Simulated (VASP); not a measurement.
A run of VASP 6.6.1:

File INCAR:

```
ALGO = Normal
EDIFF = 1E-6
ENCUT = 520
GGA = PE
ISIF = 2
ISMEAR = -1
ISPIN = 2
LASPH = T
LCHARG = T
LELF = T
LMAXMIX = 4
LORBIT = 11
LREAL = F
LVHAR = T
LWAVE = F
MAGMOM = 1
NBANDS = 15
NELM = 150
PREC = Accurate
SIGMA = 0.05
```

KPOINTS

```
k-points
0
Gamma
  11 11 11
```

Contents of POSCAR:

```
Ni
1.0
    0.0000000000      1.7375729330      1.8070758503
    1.7375729330      0.0000000000      1.8070758503
    1.7375729330      1.7375729330      0.0000000000
Ni
1
Direct
    0.0000000000      0.0000000000      0.0000000000
```

Potentials or basis: VASP PAW PBE potentials, release 64 (Ni).

Command:

```sh
$ cat potpaw_PBE.64/Ni/POTCAR > POTCAR
$ mpirun -np 1 vasp_std > vasp.out
```

Hardware: 1 thread of Intel Xeon 6975P-C (shared host).

How long does it take, and how much memory?

It took 27 s on 1 thread of Intel Xeon 6975P-C, with other jobs on the host, peak memory 0.15 GiB. Counts: scf iterations 12, k points 126.
